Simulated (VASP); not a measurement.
The system is Mg2NCl.

```
Mg N Cl
1.0
     3.23795    0.00000    0.00000
    -1.61898    2.80415    0.00000
     0.00000    0.00000    5.87961
Mg N Cl
2 1 1
Direct
  0.33333 0.66667 0.23500
  0.66667 0.33333 0.76500
  0.00000 0.00000 0.50000
  0.00000 0.00000 0.00000
```

```yaml
Program: VASP 6.6.1
Task: relaxation of cell and atoms
Functional: PBEsol
Potentials_or_basis: VASP PAW PBE potentials, release 64 (Mg, N, Cl)
Cutoff: 600 eV
k_mesh: 6 × 6 × 4
Occupations: gaussian, width 0.1 eV
Spin: no spin polarisation
```

At the start: pressure 10.9 GPa; volume 13.35 Å³/atom.

Problem. Where does the relaxation end?

Solution. Over 11 steps the energy falls by 1220.7 meV/atom and the volume is 14.45 Å³/atom (+8.3 %); space group P-3m1 (No. 164, to 0.1 Å) before and after.

Step by step:
```tsv
step	energy change (eV)	largest force (eV/Å)	pressure (GPa)	volume (Å³)
1	0.0000	6.7443	10.88	53.39
2	-3.6073	3.5914	-5.20	60.66
3	-4.1704	1.5198	-8.43	64.30
4	-4.1919	1.1108	-8.74	65.04
5	-4.7963	1.1143	1.38	57.87
6	-4.8056	0.8240	-0.18	58.59
7	-4.8803	0.0555	-0.69	58.29
8	-4.8814	0.0409	-0.65	58.32
9	-4.8828	0.0409	0.09	57.78
10	-4.8828	0.0409	0.08	57.78
11	-4.8829	0.0056	0.01	57.79
```

Final structure:
```xyz
4
Lattice="3.2588 0.0000 0.0000 -1.6294 2.8222 0.0000 0.0000 0.0000 6.2835" Properties=species:S:1:pos:R:3 pbc="T T T"
Mg    0.0000    1.8815    2.1067
Mg    1.6294    0.9407    4.1768
N     1.6294    2.8222    3.1418
Cl    3.2588    0.0000    6.2835
```

Caveat: the PAW data sets were made with another functional, which shifts forces and pressure a little.
